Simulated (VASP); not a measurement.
# P in VASP: single point with PBEsol

Aim: the single point of P with PBEsol.

All numbers are computed with VASP 6.6.1; they aren't measurements. Logs are shortened: lines on timing, memory, paths and dates and some standing lists are left out, and cuts for length are marked.

## 1. The cell of the first run

The cell holds a slab with vacuum, 4 atoms: a = 3.284 Å, b = 34.857 Å, c = 4.632 Å, α = 90.00°, β = 90.00°, γ = 90.00°.

## 2. Single point, PBEsol (atoms moved at random)

File INCAR:

```
SYSTEM = P
PREC = Accurate
ENCUT = 520
EDIFF = 1E-6
ISMEAR = 0
SIGMA = 0.05
LREAL = .False.
LASPH = .True.
NELM = 100
ALGO = Fast
ISIF = 2
LWAVE = .False.
LCHARG = .False.
GGA = PS
NBANDS = 18
```

File KPOINTS:

```
regular mesh
0
Gamma
  8 1 6
  0 0 0
```

File POSCAR:

```
P
1.0
    3.2837277200      0.0000000000      0.0000000000
    0.0000000000     34.8570309900      0.0000000000
    0.0000000000      0.0000000000      4.6320847100
P
4
Direct
   -0.0135043628      0.9768789430      0.5014684802
    0.0288436538      0.0199056009      0.4951176825
    0.4055538088      0.0352731838      0.0814735225
    0.5791069002      0.9679422723      0.9219403147
```

Potentials or basis: VASP PAW PBE potentials, release 64 (P).

Command:

```
cat potpaw_PBE.64/P/POTCAR > POTCAR
mpirun -np 1 vasp_std > vasp.out
```

OUTCAR:

```text
SYSTEM = P
   PREC = Accurate
   ENCUT = 520
   EDIFF = 1E-6
   ISMEAR = 0
   LREAL = .False.
   LASPH = .True.
   NELM = 100
   ISIF = 2
   GGA = PS

 ion  position               nearest neighbor table
   1  0.986  0.977  0.501-   2 1.51   4 2.38   4 2.77
   2  0.029  0.020  0.495-   1 1.51   3 2.34   3 2.85
   3  0.406  0.035  0.081-   2 2.34   4 2.53   2 2.85
   4  0.579  0.968  0.922-   1 2.38   3 2.53   1 2.77

  LATTYP: Found a simple orthorhombic cell.
 ALAT       =     3.2837277200
 B/A-ratio  =     1.4106177811
 C/A-ratio  =    10.6150795566

  Lattice vectors:

 A1 = (  -3.2837277200,   0.0000000000,   0.0000000000)
 A2 = (   0.0000000000,   0.0000000000,   4.6320847100)
 A3 = (   0.0000000000,  34.8570309900,   0.0000000000)

Analysis of symmetry for initial positions (statically):
=====================================================================
 Subroutine PRICEL returns:
 Original cell was already a primitive cell.

 Routine SETGRP: Setting up the symmetry group for a
 simple orthorhombic supercell.

 Subroutine GETGRP returns: Found  1 space group operations
 (whereof  1 operations were pure point group operations)
 out of a pool of  8 trial point group operations.

The static configuration has the point symmetry C_1 .

Analysis of symmetry for dynamics (positions and initial velocities):
=====================================================================
 Subroutine PRICEL returns:
 Original cell was already a primitive cell.

 Routine SETGRP: Setting up the symmetry group for a
 simple orthorhombic supercell.

 Subroutine GETGRP returns: Found  1 space group operations
 (whereof  1 operations were pure point group operations)
 out of a pool of  8 trial point group operations.

The dynamic configuration has the point symmetry C_1 .

 Subroutine INISYM returns: Found  1 space group operations
 (whereof  1 operations are pure point group operations),
 and found     1 'primitive' translations

----------------------------------------------------------------------------------------

                                     Primitive cell

  volume of cell :     530.1930

  direct lattice vectors                    reciprocal lattice vectors
     3.283727720  0.000000000  0.000000000     0.304531948  0.000000000  0.000000000
     0.000000000 34.857030990  0.000000000     0.000000000  0.028688617  0.000000000
     0.000000000  0.000000000  4.632084710     0.000000000  0.000000000  0.215885516

  length of vectors
     3.283727720 34.857030990  4.632084710     0.304531948  0.028688617  0.215885516

  position of ions in fractional coordinates (direct lattice)
     0.986495637  0.976878943  0.501468480
     0.028843654  0.019905601  0.495117683
     0.405553809  0.035273184  0.081473522
     0.579106900  0.967942272  0.921940315

  ion indices of the primitive-cell ions
   primitive index   ion index
                 1           1
                 2           2
                 3           3
                 4           4

----------------------------------------------------------------------------------------

 KPOINTS: regular mesh

Automatic generation of k-mesh.
 Grid dimensions read from file:
 generate k-points for:    8    1    6

 Generating k-lattice:

  Cartesian coordinates                     Fractional coordinates (reciprocal lattice)
     0.038066494  0.000000000  0.000000000     0.125000000  0.000000000  0.000000000
     0.000000000  0.028688617  0.000000000     0.000000000  1.000000000  0.000000000
     0.000000000  0.000000000  0.035980919     0.000000000  0.000000000  0.166666667

  Length of vectors
     0.038066494  0.028688617  0.035980919

  Shift w.r.t. Gamma in fractional coordinates (k-lattice)
     0.000000000  0.000000000  0.000000000

 Subroutine IBZKPT returns following result:
 ===========================================

 Found     26 irreducible k-points:

 Following reciprocal coordinates:
            Coordinates               Weight
  0.000000  0.000000  0.000000      1.000000
  0.125000  0.000000  0.000000      2.000000
  0.250000  0.000000  0.000000      2.000000
  0.375000  0.000000  0.000000      2.000000
  0.500000  0.000000  0.000000      1.000000
  0.000000  0.000000  0.166667      2.000000
[... 16 lines left out ...]
  0.125000  0.000000  0.500000      2.000000
  0.250000  0.000000  0.500000      2.000000
 [... further k-points ...]
   k-points           NKPTS =     26   k-points in BZ     NKDIM =     26   number of bands    NBANDS=     18
   number of dos      NEDOS =    301   number of ions     NIONS =      4
   total plane-waves  NPLWV = 233280
   dimension x,y,z NGX =    24 NGY =  270 NGZ =   36
   dimension x,y,z NGXF=    48 NGYF=  540 NGZF=   72
   ions per type =               4
   NGX,Y,Z   is equivalent  to a cutoff of  12.15, 12.88, 12.92 a.u.
   NGXF,Y,Z  is equivalent  to a cutoff of  24.30, 25.75, 25.84 a.u.
 SYSTEM =  P
   PREC   = accura    normal or accurate (medium, high low for compatibility)
   ISTART =      0    job   : 0-new  1-cont  2-samecut
   ICHARG =      2    charge: 1-file 2-atom 10-const
   ISPIN  =      1    spin polarized calculation?
   LNONCOLLINEAR =      F non collinear calculations
   LSORBIT =      F    spin-orbit coupling
   LASPH  =      T    aspherical Exc in radial PAW
   ENCUT  =  520.0 eV  38.22 Ry    6.18 a.u.   6.11 64.81  8.61*2*pi/ulx,y,z
   NELM   =    100;   NELMIN=  2; NELMDL= -5     # of ELM steps
   EDIFF  = 0.1E-05   stopping-criterion for ELM
   LREAL  =      F    real-space projection
   EDIFFG = 0.1E-04   stopping-criterion for IOM
   NSW    =      0    number of steps for IOM
   IBRION =     -1    ionic relax: 0-MD 1-quasi-New 2-CG
   NFREE  =      0    steps in history (QN), initial steepest desc. (CG)
   ISIF   =      2    stress and relaxation
   ISYM   =      2    0-nonsym 1-usesym 2-fastsym
   POTIM  = 0.5000    time-step for ionic-motion
   TEBEG  =    0.0;   TEEND  =   0.0 temperature during run
   PSTRESS=    0.0 pullay stress
   NELECT =      20.0000    total number of electrons
   NUPDOWN=      -1.0000    fix difference up-down
   EMIN   =  10.00;   EMAX   =-10.00  energy-range for DOS
   EFERMI =   0.00;   METHOD = LEGACY
   ISMEAR =     0;   SIGMA  =   0.05  broadening in eV -4-tet -1-fermi 0-gaus
   EFERMI_NEDOS =   21; number of points for ismear=-14 and -15
   IALGO  =     68    algorithm
   IMIX   =      4    mixing-type and parameters
     AMIX     =   0.40;   BMIX     =  1.00
     AMIX_MAG =   1.60;   BMIX_MAG =  1.00
  volume/ion in A,a.u.               =     132.55       894.48
  Fermi-wavevector in a.u.,A,eV,Ry     =   0.549044  1.037542  4.101461  0.301449
  Thomas-Fermi vector in A             =   1.580001
   LORBIT       =      0    0 simple, 1 ext, 2 COOP (PROOUT), +10 PAW based schemes
   GGA     = PS    functional components
   LHFCALC =     F    Hartree Fock is set to
   AEXX    =    0.0000 exact exchange contribution
   IVDW    =     0    specifies the selected vdW correction
   LEPSILON=     F    determine dielectric tensor
   LRPA    =     F    only Hartree local field effects (RPA)
 non-spin polarized calculation
 RMM-DIIS sequential band-by-band and
 Gauss-broadening in eV      SIGMA  =   0.05
  energy-cutoff  :      520.00
  volume of cell :      530.19
 maximum number of plane-waves:     14344
   NGX = 13   NGY =129   NGZ = 17

 number of electron      20.0000000 magnetization

 Free energy of the ion-electron system (eV)
  ---------------------------------------------------
  ext. energy  EPLUGINS =         0.00000000
  ---------------------------------------------------
  free energy    TOTEN  =       -13.06841138 eV

  energy without entropy =      -13.06611704  energy(sigma->0) =      -13.06726421

 E-fermi :  -3.4124     XC(G=0):  -1.7639

 val. band max:       -3.4255965208   @ k =   0.3750   0.0000   0.3333
 cond. band min:      -3.3390779100   @ k =   0.1250   0.0000  -0.3333
 fundamental gap:      0.0865186108
 Fermi energy:        -3.4124382042

 k-point     1 :       0.0000    0.0000    0.0000
  band No.  band energies     occupation
      1     -19.2837      2.00000
      2     -14.1512      2.00000
      3     -13.7774      2.00000
      4      -9.7039      2.00000
      5      -8.2778      2.00000
      6      -7.8031      2.00000
[... 10 lines left out ...]
     17       1.5824      0.00000
     18       1.8389      0.00000

 k-point     2 :       0.1250    0.0000    0.0000
  band No.  band energies     occupation
      1     -19.1519      2.00000
      2     -14.0683      2.00000
      3     -13.6802      2.00000
      4      -9.5516      2.00000
      5      -8.3281      2.00000
      6      -7.6515      2.00000
[... 10 lines left out ...]
     17       1.7983      0.00000
     18       1.9956      0.00000

 k-point     3 :       0.2500    0.0000    0.0000
  band No.  band energies     occupation
      1     -18.7907      2.00000
      2     -14.0631      2.00000
      3     -13.2508      2.00000
      4      -9.1329      2.00000
      5      -8.7705      2.00000
      6      -8.3463      2.00000
[... 10 lines left out ...]
     17       2.1289      0.00000
     18       2.4734      0.00000

 k-point     4 :       0.3750    0.0000    0.0000
  band No.  band energies     occupation
      1     -18.3358      2.00000
      2     -14.3307      2.00000
      3     -12.4806      2.00000
      4      -9.6917      2.00000
      5      -8.8011      2.00000
      6      -8.4545      2.00000
[... 375 lines left out ...]
      4     -11.1988      2.00000
      5      -7.4965      2.00000
      6      -6.9846      2.00000
[... 10 lines left out ...]
     17       1.6841      0.00000
     18       2.3749      0.00000

 k-point    23 :       0.1250    0.0000    0.5000
  band No.  band energies     occupation
      1     -18.8053      2.00000
      2     -15.4723      2.00000
      3     -12.5031      2.00000
      4     -11.0438      2.00000
      5      -7.9511      2.00000
      6      -7.1427      2.00000
[... 10 lines left out ...]
     17       2.1963      0.00000
     18       2.5496      0.00000

 k-point    24 :       0.2500    0.0000    0.5000
  band No.  band energies     occupation
      1     -18.5049      2.00000
      2     -14.9929      2.00000
      3     -12.3748      2.00000
      4     -10.6097      2.00000
      5      -9.0513      2.00000
      6      -8.1169      2.00000
[... 10 lines left out ...]
     17       2.6531      0.00000
     18       3.2633      0.00000

 [... further k-points ...]

------------------------ aborting loop because EDIFF is reached ----------------------------------------

  FORCE on cell =-STRESS in cart. coord.  units (eV):
  Direction    XX          YY          ZZ          XY          YZ          ZX
  --------------------------------------------------------------------------------------
  -------------------------------------------------------------------------------------
  Total       -2.9243274     56.5938091     -4.3117200      6.2367631     -2.6890787      0.6760880
  in kB       -8.8369531    171.0194414    -13.0294807     18.8467210     -8.1260608      2.0430538
  external PRESSURE =      49.7176692 kB  Pullay stress =       0.0000000 kB

 VOLUME and BASIS-vectors are now :
 -----------------------------------------------------------------------------
  energy-cutoff  :      520.00
  volume of cell :      530.19
      direct lattice vectors                 reciprocal lattice vectors
     3.283727720  0.000000000  0.000000000     0.304531948  0.000000000  0.000000000
     0.000000000 34.857030990  0.000000000     0.000000000  0.028688617  0.000000000
     0.000000000  0.000000000  4.632084710     0.000000000  0.000000000  0.215885516

 POSITION                                       TOTAL-FORCE (eV/Angst)
 -----------------------------------------------------------------------------------
      3.23938     34.05110      2.32284        -3.887243    -39.720370      1.798356
      0.09471      0.69385      2.29343         3.821190     39.982277     -1.745319
      1.33173      1.22952      0.37739         0.224441     -1.461081     -0.037362
      1.90163     33.73959      4.27051        -0.158389      1.199174     -0.015675
 -----------------------------------------------------------------------------------
    total drift:                               -0.000029      0.000632      0.000093

  FREE ENERGIE OF THE ION-ELECTRON SYSTEM (eV)
  ---------------------------------------------------
  free  energy   TOTEN  =       -13.0684113790 eV

  energy  without entropy=      -13.0661170447  energy(sigma->0) =      -13.06726421
```

Run time: 13 min. Hardware: 1 thread of Oxide Virtual Turin-like, shared host; peak memory 0.58 GiB.

What came out:

| Property | Result |
| --- | --- |
| Free energy | -13.0684 eV |
| Largest force | 40.202 eV/Å |
| Band gap on the k mesh | zero (bands 10 and 11 overlap by 1.48 eV) |

Forces in eV/Å, atoms in the order of the input:
```
P    -3.887 -39.720   1.798
P     3.821  39.982  -1.745
P     0.224  -1.461  -0.037
P    -0.158   1.199  -0.016
```

Caveat: the cell differs from its parent crystal (atoms moved at random); there is no dipole correction, which matters where the two faces differ; the PAW data sets were made with another functional, which shifts forces and pressure a little.

The gap in the log of VASP goes by the Fermi energy; the results here count the filled bands.